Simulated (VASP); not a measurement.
## Ba (a cell with a defect): single point with PBEsol

The system is Ba (a cell with a defect).

```
CELL_PARAMETERS angstrom
7.99930 0.00000 0.00000
0.00000 7.99930 0.00000
0.00000 0.00000 7.21108
ATOMIC_POSITIONS crystal
Ba 0.25000 0.25000 0.37512
Ba 0.25000 0.75000 0.24942
Ba 0.25000 0.75000 0.75101
Ba 0.75000 0.25000 0.24942
Ba 0.75000 0.25000 0.75101
Ba 0.75000 0.75000 0.25176
Ba 0.75000 0.75000 0.74725
```

```json
{"Program": "VASP 6.6.1", "Task": "single point", "Functional": "PBEsol", "Potentials or basis": "VASP PAW PBE potentials, release 64 (Ba_sv)", "Cutoff": "400 eV", "k mesh": "1 × 1 × 1", "Occupations": "gaussian, width 0.1 eV", "Spin": "no spin polarisation", "Dipole correction": "no", "Further INCAR settings": "ALGO = Normal; EDIFF = 1e-06; NBANDS = 44"}
```

```json
{"Pressure": "-1.9 GPa", "Largest force": "0.514 eV/Å", "Band gap on the k mesh": "0.19 eV"}
```

Forces on the atoms (eV/Å):
```
Ba   0.000  0.000 -0.514
Ba   0.000  0.000  0.097
Ba   0.000  0.000  0.076
Ba   0.000  0.000  0.097
Ba   0.000  0.000  0.076
Ba   0.000  0.000  0.075
Ba   0.000  0.000  0.093
```

Stress tensor (GPa, compression positive):
```
-3.45  0.00  0.00
 0.00 -3.45  0.00
 0.00  0.00  1.25
```

Levels at points of the mesh, in eV from the valence-band top:
```
           k point  band 31  band 32  band 33  band 34  band 35  band 36  band 37  band 38  band 39  band 40
(0.00, 0.00, 0.00)    -0.76    -0.69    -0.66    -0.53     0.00     0.19     0.28     0.30     0.30     0.64
```

It took 15 s on 1 thread of AMD EPYC 9R45 96-Core Processor (Zen 5), with other jobs on the host, peak memory 0.28 GiB.

Caveat: the k points lie up to 0.87 Å⁻¹ apart; the PAW data sets were made with another functional, which shifts forces and pressure a little; spin-orbit coupling is left out, which moves the levels of the heavy elements.
